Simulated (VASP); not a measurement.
# Ge2TeO3 (P6/mmm) in VASP: a series of runs

Ge2TeO3 is run at these levels: PBE; tasks: single point, relaxation of cell and atoms.

Everything below comes from runs of VASP 6.6.1. Logs are shortened: lines on timing, memory, paths and dates and some standing lists are left out, and cuts for length are marked.

## Step 1: The cell of the first run

It takes space group P6/mmm (No. 191, hexagonal). Conventional cell: a = 5.515 Å, b = 5.515 Å, c = 3.829 Å, α = 90.00°, β = 90.00°, γ = 120.00°. Ge (site symmetry -6m2) has 2 O at 1.91 Å within 2.5 Å. Within 2.5 Å of Te (site symmetry 6/mmm) lie 2 O at 1.91 Å. O (site symmetry -6m2) has 2 Ge at 1.91 Å within 2.5 Å. Within 2.5 Å of O (site symmetry 6/mmm) lie 2 Te at 1.91 Å.

The cell was generated, and may not be a known phase.

## Step 2: Single point, PBE

Contents of INCAR:

```
SYSTEM = Ge2TeO3
  PREC = Accurate
  ENCUT = 520
  EDIFF = 1E-7
  ISMEAR = 0
  SIGMA = 0.1
  LREAL = .False.
  LASPH = .True.
  NELM = 100
  ALGO = Fast
  ISIF = 2
  LWAVE = .False.
  LCHARG = .False.
  GGA = PE
  NBANDS = 35
```

Contents of KPOINTS:

```
Automatic mesh
0
Gamma
  6 6 4
  0 0 0
```

Contents of POSCAR:

```
Ge2TeO3
1.0
    5.5150230372      0.0000000000      0.0000000000
   -2.7575115186      4.7761500527      0.0000000000
    0.0000000000      0.0000000000      3.8288717483
Ge Te O
2 1 3
Direct
    0.3333333333      0.6666666667      0.5000000000
    0.6666666667      0.3333333333      0.5000000000
    0.0000000000      0.0000000000      0.5000000000
    0.3333333333      0.6666666667      0.0000000000
    0.6666666667      0.3333333333      0.0000000000
    0.0000000000      0.0000000000      0.0000000000
```

Potentials or basis: VASP PAW PBE potentials, release 64 (Ge_d, Te, O).

Run with:

```bash
cat potpaw_PBE.64/Ge_d/POTCAR potpaw_PBE.64/Te/POTCAR potpaw_PBE.64/O/POTCAR > POTCAR
mpirun -np 1 vasp_std > vasp.out
```

OUTCAR:

```text
SYSTEM = Ge2TeO3
   PREC = Accurate
   ENCUT = 520
   EDIFF = 1E-7
   ISMEAR = 0
   LREAL = .False.
   LASPH = .True.
   NELM = 100
   ISIF = 2
   GGA = PE

 ion  position               nearest neighbor table
   1  0.333  0.667  0.500-   4 1.91   4 1.91   3 3.18   3 3.18   3 3.18
   2  0.667  0.333  0.500-   5 1.91   5 1.91   3 3.18   3 3.18   3 3.18
   3  0.000  0.000  0.500-   6 1.91   6 1.91   1 3.18   2 3.18   2 3.18   1 3.18   2 3.18   1 3.18

   4  0.333  0.667  0.000-   1 1.91   1 1.91
   5  0.667  0.333  0.000-   2 1.91   2 1.91
   6  0.000  0.000  0.000-   3 1.91   3 1.91

  LATTYP: Found a hexagonal cell.
 ALAT       =     5.5150230372
 C/A-ratio  =     0.6942621495

  Lattice vectors:

 A1 = (   5.5150230372,   0.0000000000,   0.0000000000)
 A2 = (  -2.7575115186,   4.7761500527,   0.0000000000)
 A3 = (   0.0000000000,   0.0000000000,   3.8288717483)

Analysis of symmetry for initial positions (statically):
=====================================================================
 Subroutine PRICEL returns:
 Original cell was already a primitive cell.

 Routine SETGRP: Setting up the symmetry group for a
 hexagonal supercell.

 Subroutine GETGRP returns: Found 24 space group operations
 (whereof 24 operations were pure point group operations)
 out of a pool of 24 trial point group operations.

The static configuration has the point symmetry D_6h.

Analysis of symmetry for dynamics (positions and initial velocities):
=====================================================================
 Subroutine PRICEL returns:
 Original cell was already a primitive cell.

 Routine SETGRP: Setting up the symmetry group for a
 hexagonal supercell.

 Subroutine GETGRP returns: Found 24 space group operations
 (whereof 24 operations were pure point group operations)
 out of a pool of 24 trial point group operations.

The dynamic configuration has the point symmetry D_6h.

 Subroutine INISYM returns: Found 24 space group operations
 (whereof 24 operations are pure point group operations),
 and found     1 'primitive' translations

----------------------------------------------------------------------------------------

                                     Primitive cell

  volume of cell :     100.8547

  direct lattice vectors                    reciprocal lattice vectors
[... 93 lines left out ...]
   EDIFFG = 0.1E-05   stopping-criterion for IOM
   NSW    =      0    number of steps for IOM
   IBRION =     -1    ionic relax: 0-MD 1-quasi-New 2-CG
   NFREE  =      0    steps in history (QN), initial steepest desc. (CG)
   ISIF   =      2    stress and relaxation
   ISYM   =      2    0-nonsym 1-usesym 2-fastsym
   POTIM  = 0.5000    time-step for ionic-motion
   TEBEG  =    0.0;   TEEND  =   0.0 temperature during run
   PSTRESS=    0.0 pullay stress
   NELECT =      52.0000    total number of electrons
   NUPDOWN=      -1.0000    fix difference up-down
   EMIN   =  10.00;   EMAX   =-10.00  energy-range for DOS
   EFERMI =   0.00;   METHOD = LEGACY
   ISMEAR =     0;   SIGMA  =   0.10  broadening in eV -4-tet -1-fermi 0-gaus
   EFERMI_NEDOS =   21; number of points for ismear=-14 and -15
   IALGO  =     68    algorithm
   IMIX   =      4    mixing-type and parameters
     AMIX     =   0.40;   BMIX     =  1.00
     AMIX_MAG =   1.60;   BMIX_MAG =  1.00
  volume/ion in A,a.u.               =      16.81       113.43
  Fermi-wavevector in a.u.,A,eV,Ry     =   1.312736  2.480710 23.446574  1.723275
  Thomas-Fermi vector in A             =   2.443107
   LORBIT       =      0    0 simple, 1 ext, 2 COOP (PROOUT), +10 PAW based schemes
   GGA     = PE    functional components
   LHFCALC =     F    Hartree Fock is set to
   AEXX    =    0.0000 exact exchange contribution
   IVDW    =     0    specifies the selected vdW correction
   LEPSILON=     F    determine dielectric tensor
   LRPA    =     F    only Hartree local field effects (RPA)
 non-spin polarized calculation
 RMM-DIIS sequential band-by-band and
 Gauss-broadening in eV      SIGMA  =   0.10
  energy-cutoff  :      520.00
  volume of cell :      100.85
 maximum number of plane-waves:      2732
 NGX is ok and might be reduce to    42
   NGX = 21   NGY = 21   NGZ = 15

 number of electron      51.9999983 magnetization

 Free energy of the ion-electron system (eV)
  ---------------------------------------------------
  ext. energy  EPLUGINS =         0.00000000
  ---------------------------------------------------
  free energy    TOTEN  =       -29.50484602 eV

  energy without entropy =      -29.49652136  energy(sigma->0) =      -29.50068369

 E-fermi :   4.4791     XC(G=0): -10.0820

 val. band max:        4.4490986132   @ k =   0.0000   0.0000   0.0000
 cond. band min:       4.4889964363   @ k =   0.3333   0.3333   0.2500
 fundamental gap:      0.0398978230
 Fermi energy:         4.4791141987

 k-point     1 :       0.0000    0.0000    0.0000
  band No.  band energies     occupation
      1     -20.3276      2.00000
      2     -20.3084      2.00000
      3     -20.2868      2.00000
      4     -20.2868      2.00000
      5     -20.2720      2.00000
      6     -20.2720      2.00000
[... 787 lines left out ...]
     34      10.4282      0.00000
     35      13.7260      0.00000

------------------------ aborting loop because EDIFF is reached ----------------------------------------

  FORCE on cell =-STRESS in cart. coord.  units (eV):
  Direction    XX          YY          ZZ          XY          YZ          ZX
  --------------------------------------------------------------------------------------
  -------------------------------------------------------------------------------------
  Total        0.0387357      0.0387357      0.1940550      0.0000000      0.0000000      0.0000000
  in kB        0.6153555      0.6153555      3.0827571      0.0000000      0.0000000      0.0000000
  external PRESSURE =       1.4378227 kB  Pullay stress =       0.0000000 kB

 VOLUME and BASIS-vectors are now :
 -----------------------------------------------------------------------------
  energy-cutoff  :      520.00
  volume of cell :      100.85
      direct lattice vectors                 reciprocal lattice vectors
     5.515023037  0.000000000  0.000000000     0.181322905  0.104686828  0.000000000
    -2.757511519  4.776150053  0.000000000     0.000000000  0.209373656  0.000000000
     0.000000000  0.000000000  3.828871748     0.000000000  0.000000000  0.261173543

 POSITION                                       TOTAL-FORCE (eV/Angst)
 -----------------------------------------------------------------------------------
     -0.00000      3.18410      1.91444         0.000000      0.000000     -0.000000
      2.75751      1.59205      1.91444         0.000000     -0.000000      0.000000
      0.00000      0.00000      1.91444         0.000000      0.000000      0.000000
     -0.00000      3.18410      0.00000         0.000000      0.000000      0.000000
      2.75751      1.59205      0.00000        -0.000000     -0.000000      0.000000
      0.00000      0.00000      0.00000         0.000000      0.000000      0.000000
 -----------------------------------------------------------------------------------
    total drift:                               -0.000000      0.000000     -0.000000

  FREE ENERGIE OF THE ION-ELECTRON SYSTEM (eV)
  ---------------------------------------------------
  free  energy   TOTEN  =       -29.5048460243 eV

  energy  without entropy=      -29.4965213572  energy(sigma->0) =      -29.50068369
```

OSZICAR:

```text
N       E                     dE             d eps       ncg     rms          rms(c)
DAV:   1     0.550330751084E+03    0.55033E+03   -0.24291E+04  1808   0.309E+03
DAV:   2     0.634769986302E+02   -0.48685E+03   -0.46089E+03  1574   0.798E+02
DAV:   3    -0.299381739604E+02   -0.93415E+02   -0.91170E+02  1642   0.197E+02
DAV:   4    -0.358841949079E+02   -0.59460E+01   -0.58935E+01  1785   0.581E+01
DAV:   5    -0.360373570083E+02   -0.15316E+00   -0.15295E+00  1662   0.955E+00    0.213E+01
RMM:   6    -0.300596239456E+02    0.59777E+01   -0.22768E+01  1933   0.199E+01    0.128E+01
RMM:   7    -0.295772431060E+02    0.48238E+00   -0.19058E+00  1922   0.731E+00    0.709E+00
RMM:   8    -0.295203187858E+02    0.56924E-01   -0.50075E-01  2015   0.384E+00    0.242E+00
RMM:   9    -0.295074849435E+02    0.12834E-01   -0.83577E-02  2127   0.162E+00    0.694E-01
RMM:  10    -0.295053255256E+02    0.21594E-02   -0.14252E-02  2207   0.660E-01    0.510E-01
RMM:  11    -0.295056994055E+02   -0.37388E-03   -0.12895E-02  1956   0.713E-01    0.365E-01
RMM:  12    -0.295048100246E+02    0.88938E-03   -0.32898E-03  1954   0.360E-01    0.935E-02
RMM:  13    -0.295048707363E+02   -0.60712E-04   -0.56539E-04  2259   0.136E-01    0.568E-02
RMM:  14    -0.295048460288E+02    0.24707E-04   -0.13618E-04  2126   0.627E-02    0.242E-02
RMM:  15    -0.295048461931E+02   -0.16429E-06   -0.28117E-05  2285   0.268E-02    0.131E-02
RMM:  16    -0.295048458095E+02    0.38363E-06   -0.51952E-06  2064   0.126E-02    0.423E-03
RMM:  17    -0.295048460370E+02   -0.22751E-06   -0.11440E-06  1822   0.616E-03    0.402E-03
RMM:  18    -0.295048460243E+02    0.12659E-07   -0.34688E-07  1465   0.335E-03
   1 F= -.29504846E+02 E0= -.29500684E+02  d E =-.832467E-02
```

stdout:

```text
POSCAR found type information on POSCAR GeTeO
 POSCAR found :  3 types and       6 ions
 scaLAPACK will be used
 LDA part: xc-table for (Slater+PW92), standard interpolation
 POSCAR, INCAR and KPOINTS ok, starting setup
 FFT: planning ... GRIDC
 FFT: planning ... GRID_SOFT
 FFT: planning ... GRID
 WAVECAR not read
 entering main loop
WARNING in EDDRMM: call to ZHEGV failed, returncode =   8  4     31
WARNING in EDDRMM: call to ZHEGV failed, returncode =   6  3     24
WARNING in EDDRMM: call to ZHEGV failed, returncode =   6  3     28
 num prob  num prob  num prob  num prob  num prob  num prob RMM:  17    -0.295048460370E+02   -0.22751E-06   -0.11440E-06  1822   0.616E-03    0.402E-03
 num prob  num prob  num prob  num prob  num prob  num prob  num prob  num prob  num prob  num prob  num prob  num prob  num prob  num prob  num prob  num prob  num prob  num prob  num prob  num prob  num prob  num prob  num prob  num prob  num prob RMM:  18    -0.295048460243E+02    0.12659E-07   -0.34688E-07  1465   0.335E-03
```

It took 2.4 min on 1 thread of Oxide Virtual Turin-like, shared host; peak memory 0.22 GiB.

Results:

```yaml
Free_energy: -29.5048 eV
Pressure: 0.1 GPa
Band_gap_on_the_k_mesh: zero (bands 26 and 27 overlap by 2.08 eV)
```

Caveat: the k points lie up to 0.41 Å⁻¹ apart, too coarse for converged energies and pressures of a metal; spin-orbit coupling is left out, which moves the levels of the heavy elements.

## Step 3: Single point, PBE

This run uses another cell than the first one, of 18.96 Å³/atom.

Contents of INCAR:

```
SYSTEM = Ge2TeO3
  ALGO = Normal
  EDIFF = 1E-6
  ENCUT = 520
  GGA = PE
  ISIF = 2
  ISMEAR = 0
  LASPH = .True.
  LCHARG = .False.
  LREAL = .False.
  LWAVE = .False.
  NBANDS = 35
  NELM = 60
  PREC = Accurate
  SIGMA = 0.1
```

Contents of KPOINTS:

```
k-points
0
Gamma
  6 6 4
  0 0 0
```

Contents of POSCAR:

```
Ge2TeO3
1.0
    4.4356959600      0.0000000000      0.0000000000
   -2.2178479800      3.8414253900      0.0000000000
    0.0000000000      0.0000000000      6.6779814500
Ge Te O
2 1 3
Direct
    0.3333333300      0.6666666700      0.5000000000
    0.6666666700      0.3333333300      0.5000000000
    0.0000000000      0.0000000000      0.5000000000
    0.3333333300      0.6666666700      0.0000000000
    0.6666666700      0.3333333300      0.0000000000
    0.0000000000      0.0000000000      0.0000000000
```

Potentials or basis: VASP PAW PBE potentials, release 64 (Ge_d, Te, O).

Run with:

```bash
cat potpaw_PBE.64/Ge_d/POTCAR potpaw_PBE.64/Te/POTCAR potpaw_PBE.64/O/POTCAR > POTCAR
mpirun -np 1 vasp_std > vasp.out
```

OUTCAR:

```text
SYSTEM = Ge2TeO3
   EDIFF = 1E-6
   ENCUT = 520
   GGA = PE
   ISIF = 2
   ISMEAR = 0
   LASPH = .True.
   LREAL = .False.
   NELM = 60
   PREC = Accurate

 ion  position               nearest neighbor table
   1  0.333  0.667  0.500-   3 2.56   2 2.56   2 2.56   3 2.56   3 2.56   2 2.56
   2  0.667  0.333  0.500-   3 2.56   1 2.56   1 2.56   3 2.56   3 2.56   1 2.56
   3  0.000  0.000  0.500-   1 2.56   2 2.56   2 2.56   1 2.56   2 2.56   1 2.56
   4  0.333  0.667  0.000-
   5  0.667  0.333  0.000-
   6  0.000  0.000  0.000-

  LATTYP: Found a hexagonal cell.
[... 998 lines left out ...]
  -------------------------------------------------------------------------------------
  Total       16.0297407     16.0297408     -9.3853222      0.0000000     -0.0000000      0.0000000
  in kB      225.7031908    225.7031914   -132.1479370      0.0000000     -0.0000000      0.0000000
  external PRESSURE =     106.4194817 kB  Pullay stress =       0.0000000 kB

 VOLUME and BASIS-vectors are now :
 -----------------------------------------------------------------------------
  energy-cutoff  :      520.00
  volume of cell :      113.79
      direct lattice vectors                 reciprocal lattice vectors
     4.435695960  0.000000000  0.000000000     0.225443766  0.130160019  0.000000000
    -2.217847980  3.841425390  0.000000000     0.000000000  0.260320037  0.000000000
     0.000000000  0.000000000  6.677981450     0.000000000  0.000000000  0.149745849

 POSITION                                       TOTAL-FORCE (eV/Angst)
 -----------------------------------------------------------------------------------
     -0.00000      2.56095      3.33899         0.000000     -0.000000     -0.000000
      2.21785      1.28048      3.33899        -0.000000      0.000000      0.000000
      0.00000      0.00000      3.33899        -0.000000      0.000000     -0.000000
     -0.00000      2.56095      0.00000         0.000000     -0.000000     -0.000000
      2.21785      1.28048      0.00000         0.000000     -0.000000     -0.000000
      0.00000      0.00000      0.00000        -0.000000      0.000000     -0.000000
 -----------------------------------------------------------------------------------
    total drift:                                0.000000      0.000000      0.000000

  FREE ENERGIE OF THE ION-ELECTRON SYSTEM (eV)
  ---------------------------------------------------
  free  energy   TOTEN  =       -15.1076207985 eV

  energy  without entropy=      -15.0720403529  energy(sigma->0) =      -15.08983058
```

OSZICAR:

```text
N       E                     dE             d eps       ncg     rms          rms(c)
DAV:   1     0.535577692041E+03    0.53558E+03   -0.24692E+04  1884   0.298E+03
DAV:   2     0.723037313279E+02   -0.46327E+03   -0.43922E+03  1574   0.804E+02
DAV:   3    -0.143414312552E+02   -0.86645E+02   -0.83732E+02  1734   0.187E+02
DAV:   4    -0.200592818493E+02   -0.57179E+01   -0.56248E+01  1662   0.564E+01
DAV:   5    -0.202154944035E+02   -0.15621E+00   -0.15597E+00  1858   0.939E+00    0.173E+01
DAV:   6    -0.317311516894E+02   -0.11516E+02   -0.16645E+02  1793   0.245E+01    0.375E+01
DAV:   7    -0.154791663398E+02    0.16252E+02   -0.47358E+01  1657   0.169E+01    0.137E+01
DAV:   8    -0.159942377496E+02   -0.51507E+00   -0.86344E+00  1630   0.635E+00    0.141E+01
DAV:   9    -0.151781869311E+02    0.81605E+00   -0.25111E+00  1717   0.573E+00    0.266E+00
DAV:  10    -0.151221684319E+02    0.56018E-01   -0.48405E-01  1557   0.218E+00    0.132E+00
DAV:  11    -0.151085371620E+02    0.13631E-01   -0.70603E-02  1597   0.769E-01    0.506E-01
DAV:  12    -0.151075156199E+02    0.10215E-02   -0.37063E-03  1974   0.384E-01    0.257E-01
DAV:  13    -0.151077366066E+02   -0.22099E-03   -0.27121E-03  1566   0.270E-01    0.188E-01
DAV:  14    -0.151076563170E+02    0.80290E-04   -0.28393E-04  1715   0.122E-01    0.777E-02
DAV:  15    -0.151076298336E+02    0.26483E-04   -0.92126E-05  1869   0.428E-02    0.570E-02
DAV:  16    -0.151076224573E+02    0.73763E-05   -0.17758E-05  1988   0.316E-02    0.191E-02
DAV:  17    -0.151076200751E+02    0.23822E-05   -0.52101E-06  1328   0.922E-03    0.130E-02
DAV:  18    -0.151076207985E+02   -0.72339E-06   -0.67390E-07   810   0.419E-03
   1 F= -.15107621E+02 E0= -.15089831E+02  d E =-.355804E-01
```

stdout:

```text
POSCAR found type information on POSCAR GeTeO
 POSCAR found :  3 types and       6 ions
 scaLAPACK will be used
 LDA part: xc-table for (Slater+PW92), standard interpolation
 POSCAR, INCAR and KPOINTS ok, starting setup
 FFT: planning ... GRIDC
 FFT: planning ... GRID_SOFT
 FFT: planning ... GRID
 WAVECAR not read
 entering main loop
```

Wall time 2.9 min (1 thread of Oxide Virtual Turin-like, shared host); peak memory 0.25 GiB.

Results:

* Free energy: -15.1076 eV
* Pressure: 10.6 GPa
* Band gap on the k mesh: zero (bands 26 and 27 overlap by 0.67 eV)

Stress tensor (GPa, compression positive):
```
 22.57   0.00   0.00
  0.00  22.57   0.00
  0.00   0.00 -13.21
```

Caveat: the stress differs along the axes, from -13 to 23 GPa; spin-orbit coupling is left out, which moves the levels of the heavy elements; this functional lacks dispersion, which binds layers or chains, so the pressure and a relaxed spacing across them are unreliable.

[end of part 1 of 2]

The gap in the log of VASP goes by the Fermi energy; the results here count the filled bands.